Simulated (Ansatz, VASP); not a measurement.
**Sn3Se: VASP beside Ansatz**

POSCAR

```
Sn3Se
1.0
    0.0000000000      3.8063553727      3.8063553727
    3.8063553727      0.0000000000      3.8063553727
    3.8063553727      3.8063553727      0.0000000000
Sn Se
3 1
Direct
    0.5000000000      0.5000000000      0.5000000000
    0.7500000000      0.7500000000      0.7500000000
    0.2500000000      0.2500000000      0.2500000000
    0.0000000000      0.0000000000      0.0000000000
```

The input INCAR.step1:

```
  PREC = Accurate
  ENCUT = 520
  ISMEAR = -1
  SIGMA = 0.05
  LREAL = False
  LASPH = True
  NELM = 100
  NBANDS = 32
  GGA = PE
  ALGO = Normal
  EDIFF = 1E-4
  LWAVE = True
  LCHARG = False
```

File INCAR.step2:

```
  PREC = Accurate
  ENCUT = 520
  EDIFF = 1E-6
  ISMEAR = -1
  SIGMA = 0.05
  LREAL = False
  LASPH = True
  NELM = 100
  ALGO = Normal
  ISIF = 2
  LWAVE = False
  LCHARG = True
  METAGGA = R2SCAN
  LMIXTAU = True
  LELF = True
  LVHAR = True
  NBANDS = 32
  ISTART = 1
```

File KPOINTS:

```
Automatic mesh
0
Gamma
  6 6 6
```

input.yaml

```yaml
crystal:
  lattice:
    - [0.0, 3.8063553727, 3.8063553727]
    - [3.8063553727, 0.0, 3.8063553727]
    - [3.8063553727, 3.8063553727, 0.0]
  atoms:
    - { symbol: Sn, position: [0.5, 0.5, 0.5] }
    - { symbol: Sn, position: [0.75, 0.75, 0.75] }
    - { symbol: Sn, position: [0.25, 0.25, 0.25] }
    - { symbol: Se, position: [0.0, 0.0, 0.0] }
hamiltonian:
  xc: r2scan
  pseudopotentials: { kind: paw }
kpoints:
  mp_grid: { grid: [6, 6, 6] }
scf:
  occupations: { method: fermi_dirac, width: 0.05 }
output:
  forces: true
  stress: true
  eigenvalues: true
```

Alike in both runs: task single point; functional r2SCAN; k mesh 6 × 6 × 6; occupations fermi-dirac, width 0.05 eV; no spin polarisation.

|  | VASP | Ansatz |
| --- | --- | --- |
| version | VASP 6.6.1 | Ansatz 0.2.0 |
| potentials or method | VASP PAW PBE potentials, release 64 (Sn_d, Se) | Ansatz PAW |
| plane-wave cutoff (eV) | 520 | 500 |
| valence electrons in the cell | 48 | 58 |

|  | VASP | Ansatz | Ansatz less VASP |
| --- | --- | --- | --- |
| gap on the k mesh at the Fermi level (eV) | none | none | - |
| pressure (GPa) | -3.8 | -3.7 | +0.03 |

VASP's potentials were made for PBE, not for r2SCAN. A gap of «none» marks a metal or a gap that the smearing closes. VASP's potentials hold 48 valence electrons a cell and Ansatz's 58, so a difference there can come from the potentials and not from the codes.
